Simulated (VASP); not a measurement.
**Sr8Ti8O23 (a cell with a defect): single point with HSE06**

The system is Sr8Ti8O23 (a cell with a defect).

```
CELL_PARAMETERS angstrom
7.78282 0.00000 0.00000
0.00000 7.78282 0.00000
0.00000 0.00000 7.78282
ATOMIC_POSITIONS crystal
Sr 0.99220 0.98736 0.99345
Sr 0.99331 0.98602 0.50527
Sr 0.99277 0.51040 0.99238
Sr 0.99332 0.51175 0.50703
Sr 0.50294 0.98669 0.99279
Sr 0.50581 0.98539 0.50259
Sr 0.50268 0.50934 0.99297
Sr 0.50491 0.51110 0.50431
Ti 0.25978 0.24658 0.24079
Ti 0.23803 0.25017 0.76823
Ti 0.24949 0.74667 0.24655
Ti 0.24862 0.75043 0.74466
Ti 0.73206 0.24731 0.25589
Ti 0.74528 0.24722 0.74706
Ti 0.75202 0.74515 0.24777
Ti 0.74787 0.74723 0.74840
O 0.22230 0.25158 0.00192
O 0.25499 0.74841 0.99069
O 0.25534 0.75078 0.49492
O 0.75443 0.25246 0.01135
O 0.75158 0.25372 0.50472
O 0.75237 0.75202 0.00168
O 0.75070 0.75093 0.50139
O 0.10092 0.24957 0.39961
O 0.99757 0.25153 0.74979
O 0.00741 0.75165 0.24659
O 0.00155 0.75023 0.75201
O 0.49942 0.25098 0.27834
O 0.49247 0.25038 0.74874
O 0.51140 0.75104 0.24895
O 0.50067 0.75129 0.74961
O 0.26550 0.00070 0.23555
O 0.24938 0.00644 0.73232
O 0.26599 0.50013 0.23906
O 0.25011 0.49325 0.72883
O 0.77152 0.00839 0.25509
O 0.74886 0.00076 0.75415
O 0.77084 0.49593 0.25354
O 0.74794 0.50228 0.75521
```

```json
{"Program": "VASP 6.6.1", "Task": "single point", "Functional": "HSE06", "Potentials or basis": "VASP PAW PBE potentials, release 64 (Sr_sv, Ti_sv, O)", "Cutoff": "520 eV", "k mesh": "1 × 1 × 1, shifted", "Occupations": "fermi-dirac, width 0.05 eV", "Spin": "no spin polarisation", "Dipole correction": "no", "Grid for exact exchange (PRECFOCK)": "Fast", "Charge": "2", "Further INCAR settings": "LREAL = Auto; ALGO = Normal; EDIFF = 1e-06; NBANDS = 182; ISYM = -1; NELECT = 312.0", "Share of exact exchange": "0.25", "Screening parameter": "0.2079 1/Å"}
```

```
Largest force : 0.449 eV/Å
```

Forces on the atoms (eV/Å):
```
Sr   0.041  0.033  0.028
Sr   0.009 -0.016  0.011
Sr   0.034 -0.021  0.031
Sr   0.006  0.019 -0.005
Sr  -0.004  0.035  0.030
Sr  -0.020  0.040 -0.009
Sr  -0.007 -0.020  0.028
Sr  -0.015 -0.026 -0.020
Ti  -0.097  0.013  0.108
Ti  -0.067 -0.006  0.097
Ti   0.017  0.017  0.033
Ti   0.001 -0.002  0.021
Ti  -0.079  0.021  0.052
Ti   0.070  0.017 -0.046
Ti   0.007  0.028  0.037
Ti   0.032  0.018  0.009
O    0.048 -0.003 -0.043
O   -0.023 -0.010 -0.064
O   -0.022 -0.002  0.009
O   -0.016 -0.032  0.106
O   -0.049 -0.031 -0.018
O   -0.024 -0.023  0.013
O   -0.020 -0.024  0.016
O    0.316 -0.012 -0.319
O    0.093 -0.014  0.029
O    0.022 -0.031 -0.015
O    0.016 -0.011 -0.018
O    0.026 -0.030 -0.070
O   -0.047 -0.012 -0.015
O    0.081 -0.019 -0.033
O    0.007 -0.022 -0.020
O   -0.042  0.039  0.034
O   -0.011  0.064  0.035
O   -0.059  0.001  0.005
O   -0.010 -0.070  0.067
O   -0.086  0.098 -0.042
O   -0.032  0.031 -0.014
O   -0.070 -0.047 -0.031
O   -0.025  0.008 -0.015
```

Levels at points of the mesh, in eV from the Fermi level:
```tsv
k point	band 153	band 154	band 155	band 156	band 157	band 158	band 159	band 160
(0.25, 0.25, 0.25)	-1.39	-1.34	-1.30	-1.20	3.12	3.19	3.23	3.28
```

Wall time 16 min on 1 thread of Intel(R) Xeon(R) 6975P-C (Granite Rapids), on a shared host, peak memory 0.7 GiB.

Caveat: the cell carries a net charge on a neutralising background, which shifts energy and pressure; the cell is charged against a uniform background, so pressure and absolute levels hang on convention; the PAW data sets were made with another functional, which shifts forces and pressure a little.
